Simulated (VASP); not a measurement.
# Sn (Fd-3m) in VASP: a series of runs

Runs on Sn. Level: BLYP. Tasks: single point.

All numbers are computed with VASP 6.6.1; they aren't measurements. Logs are shortened: lines on timing, memory, paths and dates and some standing lists are left out, and cuts for length are marked.

## (1) The cell of the first run

The structure is cubic, space group Fd-3m (No. 227). The conventional cell has a = 6.423 Å, b = 6.423 Å, c = 6.423 Å, α = 90.00°, β = 90.00°, γ = 90.00°. Within 3.7 Å of Sn (site symmetry -43m) lie 4 Sn at 2.78 Å.

## (2) Single point, BLYP

INCAR

```
PREC = Accurate
ENCUT = 520
EDIFF = 1E-6
ISMEAR = -1
SIGMA = 0.05
LREAL = False
LASPH = True
NELM = 60
ALGO = Normal
ISIF = 2
LWAVE = False
LCHARG = False
GGA = B5
ALDAX = 1.0
AGGAX = 1.0
AGGAC = 1.0
ALDAC = 0.0
NBANDS = 21
```

KPOINTS

```
Automatic mesh
0
Gamma
  7 7 7
```

POSCAR

```
Sn
1.0
    0.0000000000      3.2116418589      3.2116418589
    3.2116418589      0.0000000000      3.2116418589
    3.2116418589      3.2116418589      0.0000000000
Sn
2
Direct
    0.7500000000      0.7500000000      0.7500000000
    0.5000000000      0.5000000000      0.5000000000
```

Potentials or basis: VASP PAW PBE potentials, release 64 (Sn_d).

On the command line:

```sh
cat potpaw_PBE.64/Sn_d/POTCAR > POTCAR
mpirun -np 1 vasp_std > vasp.out
```

OUTCAR:

```text
PREC = Accurate
   ENCUT = 520
   EDIFF = 1E-6
   ISMEAR = -1
   LREAL = False
   LASPH = True
   NELM = 60
   ISIF = 2
   GGA = B5

 ion  position               nearest neighbor table
   1  0.750  0.750  0.750-   2 2.78   2 2.78   2 2.78   2 2.78
   2  0.500  0.500  0.500-   1 2.78   1 2.78   1 2.78   1 2.78

  LATTYP: Found a face centered cubic cell.
 ALAT       =     6.4232837178

  Lattice vectors:

 A1 = (   0.0000000000,   3.2116418589,   3.2116418589)
 A2 = (   3.2116418589,   0.0000000000,   3.2116418589)
 A3 = (   3.2116418589,   3.2116418589,   0.0000000000)

Analysis of symmetry for initial positions (statically):
=====================================================================
 Subroutine PRICEL returns:
 Original cell was already a primitive cell.

 Routine SETGRP: Setting up the symmetry group for a
 face centered cubic supercell.

 Subroutine GETGRP returns: Found 48 space group operations
 (whereof 24 operations were pure point group operations)
 out of a pool of 48 trial point group operations.

The static configuration has the point symmetry T_d .
 The point group associated with its full space group is O_h .

Analysis of symmetry for dynamics (positions and initial velocities):
=====================================================================
 Subroutine PRICEL returns:
 Original cell was already a primitive cell.

 Routine SETGRP: Setting up the symmetry group for a
 face centered cubic supercell.

 Subroutine GETGRP returns: Found 48 space group operations
 (whereof 24 operations were pure point group operations)
 out of a pool of 48 trial point group operations.

The dynamic configuration has the point symmetry T_d .
 The point group associated with its full space group is O_h .

 Subroutine INISYM returns: Found 48 space group operations
 (whereof 24 operations are pure point group operations),
 and found     1 'primitive' translations

----------------------------------------------------------------------------------------

                                     Primitive cell

  volume of cell :      66.2539

  direct lattice vectors                    reciprocal lattice vectors
     0.000000000  3.211641859  3.211641859    -0.155683610  0.155683610  0.155683610
     3.211641859  0.000000000  3.211641859     0.155683610 -0.155683610  0.155683610
     3.211641859  3.211641859  0.000000000     0.155683610  0.155683610 -0.155683610
[... 74 lines left out ...]
   LNONCOLLINEAR =      F non collinear calculations
   LSORBIT =      F    spin-orbit coupling
   LASPH  =      T    aspherical Exc in radial PAW
   ENCUT  =  520.0 eV  38.22 Ry    6.18 a.u.   8.45  8.45  8.45*2*pi/ulx,y,z
   NELM   =     60;   NELMIN=  2; NELMDL= -5     # of ELM steps
   EDIFF  = 0.1E-05   stopping-criterion for ELM
   LREAL  =      F    real-space projection
   EDIFFG = 0.1E-04   stopping-criterion for IOM
   NSW    =      0    number of steps for IOM
   IBRION =     -1    ionic relax: 0-MD 1-quasi-New 2-CG
   NFREE  =      0    steps in history (QN), initial steepest desc. (CG)
   ISIF   =      2    stress and relaxation
   ISYM   =      2    0-nonsym 1-usesym 2-fastsym
   POTIM  = 0.5000    time-step for ionic-motion
   TEBEG  =    0.0;   TEEND  =   0.0 temperature during run
   PSTRESS=    0.0 pullay stress
   NELECT =      28.0000    total number of electrons
   NUPDOWN=      -1.0000    fix difference up-down
   EMIN   =  10.00;   EMAX   =-10.00  energy-range for DOS
   EFERMI =   0.00;   METHOD = LEGACY
   ISMEAR =    -1;   SIGMA  =   0.05  broadening in eV -4-tet -1-fermi 0-gaus
   EFERMI_NEDOS =   21; number of points for ismear=-14 and -15
   IALGO  =     38    algorithm
   IMIX   =      4    mixing-type and parameters
     AMIX     =   0.40;   BMIX     =  1.00
     AMIX_MAG =   1.60;   BMIX_MAG =  1.00
  volume/ion in A,a.u.               =      33.13       223.55
  Fermi-wavevector in a.u.,A,eV,Ry     =   1.228543  2.321610 20.535520  1.509318
  Thomas-Fermi vector in A             =   2.363465
   LORBIT       =      0    0 simple, 1 ext, 2 COOP (PROOUT), +10 PAW based schemes
   GGA     = B5    functional components
   LHFCALC =     F    Hartree Fock is set to
   AEXX    =    0.0000 exact exchange contribution
   IVDW    =     0    specifies the selected vdW correction
   LEPSILON=     F    determine dielectric tensor
   LRPA    =     F    only Hartree local field effects (RPA)
 non-spin polarized calculation
  energy-cutoff  :      520.00
  volume of cell :       66.25
 maximum number of plane-waves:      1807
 NGX is ok and might be reduce to    36
   NGX = 17   NGY = 17   NGZ = 17

 number of electron      28.0000012 magnetization

 Free energy of the ion-electron system (eV)
  ---------------------------------------------------
  ext. energy  EPLUGINS =         0.00000000
  ---------------------------------------------------
  free energy    TOTEN  =        -6.18572371 eV

  energy without entropy =       -6.18402711  energy(sigma->0) =       -6.18487541

 E-fermi :   6.4216     XC(G=0):  -8.4351

 val. band max:        6.1398009826   @ k =   0.1429   0.0000   0.0000
 cond. band min:       6.4917014784   @ k =   0.4286   0.0000   0.0000
 fundamental gap:      0.3519004958
 Fermi energy:         6.4216496024

 k-point     1 :       0.0000    0.0000    0.0000
  band No.  band energies     occupation
      1     -15.2989      2.00000
      2     -15.2989      2.00000
      3     -15.2989      2.00000
      4     -15.2316      2.00000
      5     -15.2316      2.00000
      6     -14.8956      2.00000
[... 469 lines left out ...]
     20      15.3625      0.00000
     21      17.1676      0.00000

------------------------ aborting loop because EDIFF is reached ----------------------------------------

  FORCE on cell =-STRESS in cart. coord.  units (eV):
  Direction    XX          YY          ZZ          XY          YZ          ZX
  --------------------------------------------------------------------------------------
  -------------------------------------------------------------------------------------
  Total        3.1886215      3.1886215      3.1886215      0.0000000      0.0000000      0.0000000
  in kB       77.1084947     77.1084947     77.1084947      0.0000000      0.0000000      0.0000000
  external PRESSURE =      77.1084947 kB  Pullay stress =       0.0000000 kB

 VOLUME and BASIS-vectors are now :
 -----------------------------------------------------------------------------
  energy-cutoff  :      520.00
  volume of cell :       66.25
      direct lattice vectors                 reciprocal lattice vectors
     0.000000000  3.211641859  3.211641859    -0.155683610  0.155683610  0.155683610
     3.211641859  0.000000000  3.211641859     0.155683610 -0.155683610  0.155683610
     3.211641859  3.211641859  0.000000000     0.155683610  0.155683610 -0.155683610

 POSITION                                       TOTAL-FORCE (eV/Angst)
 -----------------------------------------------------------------------------------
      4.81746      4.81746      4.81746        -0.000000     -0.000000     -0.000000
      3.21164      3.21164      3.21164         0.000000      0.000000      0.000000
 -----------------------------------------------------------------------------------
    total drift:                                0.000000      0.000000      0.000000

  FREE ENERGIE OF THE ION-ELECTRON SYSTEM (eV)
  ---------------------------------------------------
  free  energy   TOTEN  =        -6.1857237096 eV

  energy  without entropy=       -6.1840271063  energy(sigma->0) =       -6.18487541
```

OSZICAR:

```text
N       E                     dE             d eps       ncg     rms          rms(c)
DAV:   1     0.233602693744E+03    0.23360E+03   -0.14979E+04   840   0.197E+03
DAV:   2     0.188278372787E+02   -0.21477E+03   -0.21025E+03   840   0.446E+02
DAV:   3    -0.548573607432E+01   -0.24314E+02   -0.24171E+02  1000   0.141E+02
DAV:   4    -0.627563077608E+01   -0.78989E+00   -0.78950E+00   950   0.287E+01
DAV:   5    -0.630309880620E+01   -0.27468E-01   -0.27468E-01  1254   0.515E+00    0.338E+00
DAV:   6    -0.622232905804E+01    0.80770E-01   -0.49605E-02  1122   0.281E+00    0.191E+00
DAV:   7    -0.618390496363E+01    0.38424E-01   -0.72686E-02   925   0.280E+00    0.196E-01
DAV:   8    -0.618543539432E+01   -0.15304E-02   -0.80061E-03   968   0.100E+00    0.659E-02
DAV:   9    -0.618572188729E+01   -0.28649E-03   -0.39152E-04   991   0.148E-01    0.112E-02
DAV:  10    -0.618572217770E+01   -0.29040E-06   -0.21922E-05  1111   0.492E-02    0.492E-03
DAV:  11    -0.618572363216E+01   -0.14545E-05   -0.24305E-06   740   0.104E-02    0.801E-04
DAV:  12    -0.618572370959E+01   -0.77422E-07   -0.11076E-07   605   0.330E-03
   1 F= -.61857237E+01 E0= -.61848754E+01  d E =-.169660E-02
```

Wall time 18 s (1 thread of Intel Xeon 6975P-C (Granite Rapids), shared host); peak memory 0.2 GiB.

What came out:

```yaml
Free_energy: -6.1857 eV
Pressure: 7.7 GPa
Band_gap_on_the_k_mesh: zero (band 14 reaches 6.51 eV, above the bottom of band 15 at 6.49 eV)
```

Levels at points of the mesh, in eV from the Fermi level:
```
           k point  band 10  band 11  band 12  band 13  band 14  band 15  band 16  band 17  band 18  band 19
(0.00, 0.00, 0.00)   -21.30   -10.84    -0.60     0.08     0.08     0.08     2.16     2.16     2.16     5.31
```

Caveat: the PAW data sets were made with another functional, which shifts forces and pressure a little; spin-orbit coupling is left out, which moves the levels of the heavy elements.

## (3) Single point, BLYP

This run uses another cell than the first one, of 33.80 Å³/atom, 1.020 times its volume.

INCAR

```
SYSTEM = Sn
PREC = Accurate
ENCUT = 520
EDIFF = 1E-6
ISMEAR = -1
SIGMA = 0.05
LREAL = .False.
LASPH = .True.
NELM = 80
ALGO = Normal
ISIF = 2
LWAVE = .False.
LCHARG = .False.
GGA = B5
ALDAX = 1.0
AGGAX = 1.0
AGGAC = 1.0
ALDAC = 0.0
NBANDS = 21
```

KPOINTS

```
regular mesh
0
Gamma
  7 7 7
  0 0 0
```

POSCAR

```
Sn
1.0
    0.0000000000      3.2333428000      3.2333428000
    3.2333428000      0.0000000000      3.2333428000
    3.2333428000      3.2333428000      0.0000000000
Sn
2
Direct
    0.7500000000      0.7500000000      0.7500000000
    0.5000000000      0.5000000000      0.5000000000
```

Potentials or basis: VASP PAW PBE potentials, release 64 (Sn_d).

On the command line:

```sh
cat potpaw_PBE.64/Sn_d/POTCAR > POTCAR
mpirun -np 1 vasp_std > vasp.out
```

It took 17 s on 1 thread of Intel Xeon 6975P-C (Granite Rapids), shared host; peak memory 0.2 GiB.

It converged, with:

```
Free energy            : -6.2462 eV
Pressure               : 6.5 GPa
Band gap on the k mesh : zero (band 14 reaches 6.28 eV, above the bottom of band 15 at 6.23 eV)
```

Levels at points of the mesh, in eV from the Fermi level:
| k point | band 10 | band 11 | band 12 | band 13 | band 14 | band 15 | band 16 | band 17 | band 18 | band 19 |
| --- | --- | --- | --- | --- | --- | --- | --- | --- | --- | --- |
| (0.00, 0.00, 0.00) | -21.25 | -10.67 | -0.71 | 0.12 | 0.12 | 0.12 | 2.19 | 2.19 | 2.19 | 5.32 |

Caveat: the PAW data sets were made with another functional, which shifts forces and pressure a little; spin-orbit coupling is left out, which moves the levels of the heavy elements.
